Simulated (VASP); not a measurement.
MgO, 2 atoms in the cell. The structure is cubic, space group Fm-3m (No. 225). Conventional cell: a = 4.172 Å, b = 4.172 Å, c = 4.172 Å, α = 90.00°, β = 90.00°, γ = 90.00°. Mg (site symmetry m-3m) has 6 O at 2.09 Å within 2.8 Å. O (site symmetry m-3m) has 6 Mg at 2.09 Å within 2.8 Å. 

```yaml
Program: VASP 6.6.1
Task: single point
Functional: r2SCAN
Potentials_or_basis: VASP PAW PBE potentials, release 64 (Mg_sv, O)
Cutoff: 920 eV
k_mesh: 10 × 10 × 10
Occupations: gaussian, width 0.01 eV
Spin: no spin polarisation
Dipole_correction: no
Further_INCAR_settings: ALGO = Normal; EDIFF = 1e-06; NBANDS = 15
```

Potentials or basis: VASP PAW PBE potentials, release 64 (Mg_sv, O).

The run is started by

```sh
$ cat potpaw_PBE.64/Mg_sv/POTCAR potpaw_PBE.64/O/POTCAR > POTCAR
$ cp INCAR.step1 INCAR
$ mpirun -np 1 vasp_std > vasp.out
$ cp INCAR.step2 INCAR
$ mpirun -np 1 vasp_std > vasp.out
```

Hardware: 1 thread of Intel(R) Xeon(R) 6975P-C (Granite Rapids), with other jobs on the host.

Q: Estimate the wall time of this run.

A: Run time: 58 s on 1 thread of Intel(R) Xeon(R) 6975P-C (Granite Rapids), on a shared host, peak memory 0.18 GiB. Counts: k points 47.
